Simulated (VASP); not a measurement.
Input of a VASP 6.6.1 run:

INCAR

```
PREC = Accurate ; ENCUT = 520
EDIFF = 1E-7 ; ISMEAR = -1
SIGMA = 0.03 ; LREAL = F
LASPH = T ; NELM = 80
ALGO = Normal ; ISIF = 2
LWAVE = F ; LCHARG = T
GGA = PS ; LELF = T
LVHAR = T ; NBANDS = 25
```

The input KPOINTS:

```
Automatic mesh
0
Gamma
  6 6 9
```

Contents of POSCAR:

```
SiO2
1.0
    4.0947678930      0.0000000000      0.0000000000
    0.0000000000      4.0947678930      0.0000000000
    0.0000000000      0.0000000000      2.6133398208
Si O
2 4
Direct
    0.0000000000      0.0000000000      0.0000000000
    0.5000000000      0.5000000000      0.5000000000
    0.3067000000      0.3067000000      0.0000000000
    0.1933000000      0.8067000000      0.5000000000
    0.6933000000      0.6933000000      0.0000000000
    0.8067000000      0.1933000000      0.5000000000
```

Potentials or basis: VASP PAW PBE potentials, release 64 (Si, O).

The run is started by

```console
$ cat potpaw_PBE.64/Si/POTCAR potpaw_PBE.64/O/POTCAR > POTCAR
$ mpirun -np 1 vasp_std > vasp.out
```

(1) Estimate the pressure.

(2) What does it give for the band gap on the k mesh?

(3) Predict the largest force.

Results:

(1) 28.3 GPa.

(2) 6.72 eV, direct.

(3) 0.721 eV/Å.

Caveat: the PAW data sets were made with another functional, which shifts forces and pressure a little.
